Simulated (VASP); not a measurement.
# Hg in VASP: settings compared

Aim: see how the results for Hg move with the level of theory and the settings. Levels: HSE06, PBE, PBEsol+D3(BJ), r2SCAN+rVV10. Tasks: single point.

Program: VASP 6.6.1. These are calculated values, not measurements. Logs are shortened: lines on timing, memory, paths and dates and some standing lists are left out, and cuts for length are marked.

### 1 The cell of the first run

Symmetry: I4/mmm, No. 139, tetragonal system. The conventional cell has a = 3.753 Å, b = 3.753 Å, c = 3.834 Å, α = 90.00°, β = 90.00°, γ = 90.00°. Hg (site symmetry 4/mmm) has 14 Hg at 3.27 to 3.83 Å within 4.3 Å.

### 2 Single point, HSE06

POSCAR

```
Hg
1.0
   -1.8767364354      1.8767364354      1.9168448550
    1.8767364354     -1.8767364354      1.9168448550
    1.8767364354      1.8767364354     -1.9168448550
Hg
1
Direct
    0.5000000000      0.5000000000      0.0000000000
```

INCAR.step1

```
SYSTEM = Hg
PREC = Accurate
ENCUT = 520
EDIFF = 1E-5
ISMEAR = 1
SIGMA = 0.05
LREAL = .False.
LASPH = .True.
NELM = 60
ALGO = Normal
ISIF = 2
LWAVE = .True.
LCHARG = .False.
GGA = PE
NBANDS = 12
```

INCAR.step2

```
SYSTEM = Hg
PREC = Accurate
ENCUT = 520
EDIFF = 1E-6
ISMEAR = 1
SIGMA = 0.05
LREAL = .False.
LASPH = .True.
NELM = 60
ALGO = Normal
ISIF = 2
LWAVE = .False.
LCHARG = .False.
GGA = PE
LHFCALC = .True.
HFSCREEN = 0.2079
PRECFOCK = Normal
ISTART = 1
NBANDS = 12
```

KPOINTS

```
regular mesh
0
Gamma
  5 5 5
  0 0 0
```

Potentials or basis: VASP PAW PBE potentials, release 64 (Hg).

Command:

```console
$ cat potpaw_PBE.64/Hg/POTCAR > POTCAR
$ cp INCAR.step1 INCAR
$ mpirun -np 1 vasp_std > vasp.out
$ cp INCAR.step2 INCAR
$ mpirun -np 1 vasp_std > vasp.out
```

OUTCAR:

```text
SYSTEM = Hg
   PREC = Accurate
   ENCUT = 520
   EDIFF = 1E-6
   ISMEAR = 1
   LREAL = .False.
   LASPH = .True.
   NELM = 60
   ISIF = 2
   GGA = PE
   LHFCALC = .True.
   HFSCREEN = 0.2079
   PRECFOCK = Normal
   ISTART = 1

 ion  position               nearest neighbor table
   1  0.500  0.500  0.000-

  LATTYP: Found a body centered tetragonal cell.
 ALAT       =     3.7534728708
 C/A-ratio  =     1.0213713651

  Lattice vectors:

 A1 = (  -1.8767364354,   1.8767364354,   1.9168448550)
 A2 = (   1.8767364354,  -1.8767364354,   1.9168448550)
 A3 = (   1.8767364354,   1.8767364354,  -1.9168448550)

Analysis of symmetry for initial positions (statically):
=====================================================================
 Subroutine PRICEL returns:
 Original cell was already a primitive cell.

 Routine SETGRP: Setting up the symmetry group for a
 body centered tetragonal supercell.

 Subroutine GETGRP returns: Found 16 space group operations
 (whereof 16 operations were pure point group operations)
 out of a pool of 16 trial point group operations.

The static configuration has the point symmetry D_4h.

Analysis of symmetry for dynamics (positions and initial velocities):
=====================================================================
 Subroutine PRICEL returns:
 Original cell was already a primitive cell.

 Routine SETGRP: Setting up the symmetry group for a
 body centered tetragonal supercell.

 Subroutine GETGRP returns: Found 16 space group operations
 (whereof 16 operations were pure point group operations)
 out of a pool of 16 trial point group operations.

The dynamic configuration has the point symmetry D_4h.

 Subroutine INISYM returns: Found 16 space group operations
 (whereof 16 operations are pure point group operations),
 and found     1 'primitive' translations

----------------------------------------------------------------------------------------

                                     Primitive cell

  volume of cell :      27.0056

  direct lattice vectors                    reciprocal lattice vectors
    -1.876736435  1.876736435  1.916844855     0.000000000  0.266419935  0.260845315
     1.876736435 -1.876736435  1.916844855     0.266419935  0.000000000  0.260845315
     1.876736435  1.876736435 -1.916844855     0.266419935  0.266419935  0.000000000

  length of vectors
     3.273923257  3.273923257  3.273923257     0.372853672  0.372853672  0.376774686

  position of ions in fractional coordinates (direct lattice)
     0.500000000  0.500000000  0.000000000

  ion indices of the primitive-cell ions
   primitive index   ion index
                 1           1

----------------------------------------------------------------------------------------

 KPOINTS: regular mesh

Automatic generation of k-mesh.
 Grid dimensions read from file:
 generate k-points for:    5    5    5

 Generating k-lattice:

  Cartesian coordinates                     Fractional coordinates (reciprocal lattice)
     0.000000000  0.053283987  0.052169063     0.200000000 -0.000000000  0.000000000
     0.053283987  0.000000000  0.052169063    -0.000000000  0.200000000  0.000000000
     0.053283987  0.053283987  0.000000000     0.000000000  0.000000000  0.200000000

  Length of vectors
     0.074570734  0.074570734  0.075354937

  Shift w.r.t. Gamma in fractional coordinates (k-lattice)
     0.000000000  0.000000000  0.000000000

 Subroutine IBZKPT returns following result:
 ===========================================

 Found     18 irreducible k-points:

 Following reciprocal coordinates:
            Coordinates               Weight
  0.000000  0.000000  0.000000      1.000000
  0.200000  0.000000  0.000000      8.000000
  0.400000  0.000000  0.000000      8.000000
  0.200000  0.200000  0.000000      8.000000
  0.400000  0.200000  0.000000     16.000000
 -0.400000  0.200000 -0.000000     16.000000
[... 10 lines left out ...]
 -0.400000  0.400000  0.400000      4.000000
 -0.400000 -0.400000  0.400000      2.000000
   k-points           NKPTS =     18   k-points in BZ     NKDIM =    125   number of bands    NBANDS=     12
   number of dos      NEDOS =    301   number of ions     NIONS =      1
   total plane-waves  NPLWV =  13824
   dimension x,y,z NGX =    24 NGY =   24 NGZ =   24
   dimension x,y,z NGXF=    48 NGYF=   48 NGZF=   48
   ions per type =               1
   NGX,Y,Z   is equivalent  to a cutoff of  12.19, 12.19, 12.19 a.u.
   NGXF,Y,Z  is equivalent  to a cutoff of  24.37, 24.37, 24.37 a.u.
 SYSTEM =  Hg
   PREC   = accura    normal or accurate (medium, high low for compatibility)
   ISTART =      1    job   : 0-new  1-cont  2-samecut
   ICHARG =      0    charge: 1-file 2-atom 10-const
   ISPIN  =      1    spin polarized calculation?
   LNONCOLLINEAR =      F non collinear calculations
   LSORBIT =      F    spin-orbit coupling
   LASPH  =      T    aspherical Exc in radial PAW
   ENCUT  =  520.0 eV  38.22 Ry    6.18 a.u.   6.09  6.09  6.09*2*pi/ulx,y,z
   NELM   =     60;   NELMIN=  2; NELMDL=  0     # of ELM steps
   EDIFF  = 0.1E-05   stopping-criterion for ELM
   LREAL  =      F    real-space projection
   EDIFFG = 0.1E-04   stopping-criterion for IOM
   NSW    =      0    number of steps for IOM
   IBRION =     -1    ionic relax: 0-MD 1-quasi-New 2-CG
   NFREE  =      0    steps in history (QN), initial steepest desc. (CG)
   ISIF   =      2    stress and relaxation
   ISYM   =      3    0-nonsym 1-usesym 2-fastsym
   POTIM  = 0.5000    time-step for ionic-motion
   TEBEG  =    0.0;   TEEND  =   0.0 temperature during run
   PSTRESS=    0.0 pullay stress
   NELECT =      12.0000    total number of electrons
   NUPDOWN=      -1.0000    fix difference up-down
   EMIN   =  10.00;   EMAX   =-10.00  energy-range for DOS
   EFERMI =   0.00;   METHOD = LEGACY
   ISMEAR =     1;   SIGMA  =   0.05  broadening in eV -4-tet -1-fermi 0-gaus
   EFERMI_NEDOS =   21; number of points for ismear=-14 and -15
   IALGO  =     38    algorithm
   IMIX   =      1    mixing-type and parameters
     AMIX     =   0.40;   BMIX     =  1.00
     AMIX_MAG =   1.60;   BMIX_MAG =  1.00
  volume/ion in A,a.u.               =      27.01       182.24
  Fermi-wavevector in a.u.,A,eV,Ry     =   1.249254  2.360748 21.233735  1.560635
  Thomas-Fermi vector in A             =   2.383303
   LORBIT       =      0    0 simple, 1 ext, 2 COOP (PROOUT), +10 PAW based schemes
   GGA     = PE    functional components
   LHFCALC =     T    Hartree Fock is set to
   PRECFOCK=normal    Normal, Fast or Accurate (Low or Medium for compatibility)
   ENCUT4O =  -1.0   cutoff for four orbital integrals eV
   NKREDX  =     1    reduce k-point grid by
   NKREDY  =     1    reduce k-point grid by
   NKREDZ  =     1    reduce k-point grid by
   AEXX    =    0.2500 exact exchange contribution
   HFSCREEN=    0.2079 screening length (either q_TF or 0.3 A-1)
   HFSCREENC=   0.2079 screening length for correlation (either q_TF or 0.3 A-1)
   ENCUTFOCK=  -1.0 apply spherical cutoff to Coloumb kernel
   IVDW    =     0    specifies the selected vdW correction
   LEPSILON=     F    determine dielectric tensor
   LRPA    =     F    only Hartree local field effects (RPA)
 non-spin polarized calculation
 Methfessel and Paxton  Order N= 1 SIGMA  =   0.05
  energy-cutoff  :      520.00
  volume of cell :       27.01
 maximum number of plane-waves:       737
  NGX = 20; NGY = 20; NGZ = 20

 number of electron      11.9999998 magnetization

 Free energy of the ion-electron system (eV)
  ---------------------------------------------------
  ext. energy  EPLUGINS =         0.00000000
  ---------------------------------------------------
  free energy    TOTEN  =        -0.15574814 eV

  energy without entropy =       -0.15584091  energy(sigma->0) =       -0.15577906

 E-fermi :   1.6294     XC(G=0):  -8.3475

 val. band max:        1.5873276082   @ k =  -0.4000   0.4000   0.4000
 cond. band min:       2.0953668630   @ k =   0.4000   0.2000   0.0000
 fundamental gap:      0.5080392549
 Fermi energy:         1.6294217192

 k-point     1 :       0.0000    0.0000    0.0000
  band No.  band energies     occupation
      1      -7.3210      2.00000
      2      -6.4251      2.00000
      3      -6.4251      2.00000
      4      -6.3773      2.00000
      5      -5.7162      2.00000
      6      -5.6657      2.00000
      7      16.9414      0.00000
      8      17.0860      0.00000
      9      17.0860      0.00000
     10      17.1722      0.00000
     11      17.5649      0.00000
     12      17.5649      0.00000

 k-point     2 :       0.2000    0.0000    0.0000
  band No.  band energies     occupation
      1      -6.7142      2.00000
      2      -6.5248      2.00000
      3      -6.0063      2.00000
      4      -5.9160      2.00000
      5      -5.7710      2.00000
      6      -5.6764      2.00000
      7      10.6960      0.00000
      8      14.6312      0.00000
      9      14.6397      0.00000
     10      16.5109      0.00000
     11      17.1053      0.00000
     12      18.2667      0.00000

 k-point     3 :       0.4000    0.0000    0.0000
  band No.  band energies     occupation
      1      -6.9224      2.00000
      2      -6.7177      2.00000
      3      -5.7778      2.00000
      4      -5.6628      2.00000
      5      -5.2872      2.00000
      6      -2.3436      2.00000
      7       3.4973      0.00000
      8      11.7576      0.00000
      9      12.5020      0.00000
     10      16.1081      0.00000
     11      16.9646      0.00000
     12      21.3026      0.00000

 k-point     4 :       0.2000    0.2000    0.0000
  band No.  band energies     occupation
      1      -6.6959      2.00000
      2      -6.4507      2.00000
      3      -5.9664      2.00000
      4      -5.8255      2.00000
      5      -5.6404      2.00000
      6      -3.4545      2.00000
      7       6.7977      0.00000
      8       8.9997      0.00000
      9      12.7456      0.00000
     10      17.5907      0.00000
     11      18.5395      0.00000
     12      21.2680      0.00000

 k-point     5 :       0.4000    0.2000    0.0000
  band No.  band energies     occupation
      1      -6.7920      2.00000
      2      -6.5161      2.00000
      3      -5.8654      2.00000
      4      -5.7339      2.00000
      5      -5.4301      2.00000
      6       0.1862      2.00000
      7       2.0954     -0.00000
      8       7.1811      0.00000
      9      11.7480      0.00000
     10      17.6656      0.00000
     11      20.0682      0.00000
     12      21.0041      0.00000
[... 138 lines left out ...]
      1      -6.6111      2.00000
      2      -6.2745      2.00000
      3      -6.2094      2.00000
      4      -5.8768      2.00000
      5      -5.3350      2.00000
      6      -1.4632      2.00000
      7       4.6517      0.00000
      8       9.3512      0.00000
      9      10.8890      0.00000
     10      15.3587      0.00000
     11      18.7118      0.00000
     12      19.7592      0.00000

 k-point    16 :      -0.2000   -0.2000    0.2000
  band No.  band energies     occupation
      1      -6.1980      2.00000
      2      -6.1980      2.00000
      3      -6.1420      2.00000
      4      -6.1191      2.00000
      5      -6.0107      2.00000
      6      -4.7502      2.00000
      7      10.8116      0.00000
      8      11.8143      0.00000
      9      11.8143      0.00000
     10      13.7271      0.00000
     11      19.9944      0.00000
     12      19.9944      0.00000

 k-point    17 :      -0.4000    0.4000    0.4000
  band No.  band energies     occupation
      1      -6.8203      2.00000
      2      -6.7426      2.00000
      3      -5.4841      2.00000
      4      -5.4786      2.00000
      5      -5.3830      2.00000
      6       1.5873      2.00000
      7       6.3718      0.00000
      8       6.8391      0.00000
      9       7.1519      0.00000
     10      11.8041      0.00000
     11      14.2012      0.00000
     12      24.0788      0.00000

 k-point    18 :      -0.4000   -0.4000    0.4000
  band No.  band energies     occupation
      1      -6.8283      2.00000
      2      -6.7547      2.00000
      3      -5.4628      2.00000
      4      -5.4628      2.00000
      5      -5.3954      2.00000
      6       1.2924      2.00000
      7       6.8103      0.00000
      8       6.8103      0.00000
      9       7.3072      0.00000
     10      11.9966      0.00000
     11      13.6386      0.00000
     12      24.2087      0.00000

------------------------ aborting loop because EDIFF is reached ----------------------------------------

  FORCE on cell =-STRESS in cart. coord.  units (eV):
  Direction    XX          YY          ZZ          XY          YZ          ZX
  --------------------------------------------------------------------------------------
  -------------------------------------------------------------------------------------
  Total        0.5688022      0.5688022      0.6116531      0.0000000      0.0000000      0.0000000
  in kB       33.7456926     33.7456926     36.2879364      0.0000000      0.0000000      0.0000000
  external PRESSURE =      34.5931072 kB  Pullay stress =       0.0000000 kB

 VOLUME and BASIS-vectors are now :
 -----------------------------------------------------------------------------
  energy-cutoff  :      520.00
  volume of cell :       27.01
      direct lattice vectors                 reciprocal lattice vectors
    -1.876736435  1.876736435  1.916844855     0.000000000  0.266419935  0.260845315
     1.876736435 -1.876736435  1.916844855     0.266419935  0.000000000  0.260845315
     1.876736435  1.876736435 -1.916844855     0.266419935  0.266419935  0.000000000

 POSITION                                       TOTAL-FORCE (eV/Angst)
 -----------------------------------------------------------------------------------
      0.00000      0.00000      1.91684        -0.000000      0.000000     -0.000000
 -----------------------------------------------------------------------------------
    total drift:                               -0.000002      0.000002      0.000000

  FREE ENERGIE OF THE ION-ELECTRON SYSTEM (eV)
  ---------------------------------------------------
  free  energy   TOTEN  =        -0.1557481395 eV

  energy  without entropy=       -0.1558409060  energy(sigma->0) =       -0.15577906
```

Wall time 3.7 min (1 thread of AMD EPYC 9R45 (Zen 5), shared host); peak memory 0.22 GiB.

The run converged, but its numbers aren't listed here, since they failed a check.

Caveat: the k points lie up to 0.47 Å⁻¹ apart; the mesh shows a gap though the element is a metal; the PAW data sets were made with another functional, which shifts forces and pressure a little; spin-orbit coupling is left out, which moves the levels of the heavy elements.

### 3 Single point, PBE

INCAR

```
SYSTEM = Hg
PREC = Accurate ; ENCUT = 520
EDIFF = 1E-6 ; ISMEAR = -1
SIGMA = 0.1 ; LREAL = .False.
LASPH = .True. ; NELM = 60
ALGO = Fast ; ISIF = 2
LWAVE = .False. ; LCHARG = .False.
GGA = PE ; NBANDS = 12
```

KPOINTS

```
Automatic mesh
0
Gamma
  14 14 14
  0 0 0
```

POSCAR

```
Hg
1.0
   -1.9129580000      1.8560820000      1.9214850000
    1.8750080000     -1.8958070000      1.9232230000
    1.8916120000      1.8744610000     -1.9603790000
Hg
1
Direct
    0.4987490000      0.4934840000     -0.0048490000
```

Potentials or basis: VASP PAW PBE potentials, release 64 (Hg).

Command:

```console
$ cat potpaw_PBE.64/Hg/POTCAR > POTCAR
$ mpirun -np 1 vasp_std > vasp.out
```

It took 2.4 min on 1 thread of AMD EPYC 9R45 (Zen 5), shared host; peak memory 0.47 GiB.

The run converged. Its results:

```
Free energy            : -0.1739 eV
Pressure               : 1.3 GPa
Band gap on the k mesh : zero (bands 6 and 7 overlap by 3.22 eV)
```

Stress tensor (GPa, compression positive):
```
1.33 0.05 0.12
0.05 1.30 0.10
0.12 0.10 1.26
```

Levels at points of the mesh, in eV from the Fermi level:
```tsv
k point	band 3	band 4	band 5	band 6	band 7	band 8	band 9	band 10
(0.00, 0.00, 0.00)	-6.60	-6.54	-5.95	-5.89	13.99	14.23	14.87	14.89
(0.50, 0.00, 0.00)	-6.02	-5.91	-5.40	-1.29	-0.68	8.75	9.80	13.49
(0.00, 0.50, 0.00)	-6.03	-5.93	-5.41	-1.36	-0.72	8.91	9.98	13.69
(0.50, 0.50, 0.00)	-5.92	-5.86	-5.43	-1.43	-0.72	8.50	9.76	13.12
(0.00, 0.00, 0.50)	-5.95	-5.89	-5.41	-1.24	-0.64	8.51	9.48	13.15
(0.50, 0.00, 0.50)	-6.00	-5.88	-5.46	-1.68	-0.85	9.08	10.24	13.78
(0.00, 0.50, 0.50)	-5.98	-5.86	-5.46	-1.62	-0.82	8.94	10.07	13.61
(0.50, 0.50, 0.50)	-5.60	-5.56	-5.48	2.36	3.53	3.98	4.19	9.39
```

Caveat: spin-orbit coupling is left out, which moves the levels of the heavy elements.

[end of part 1 of 2]
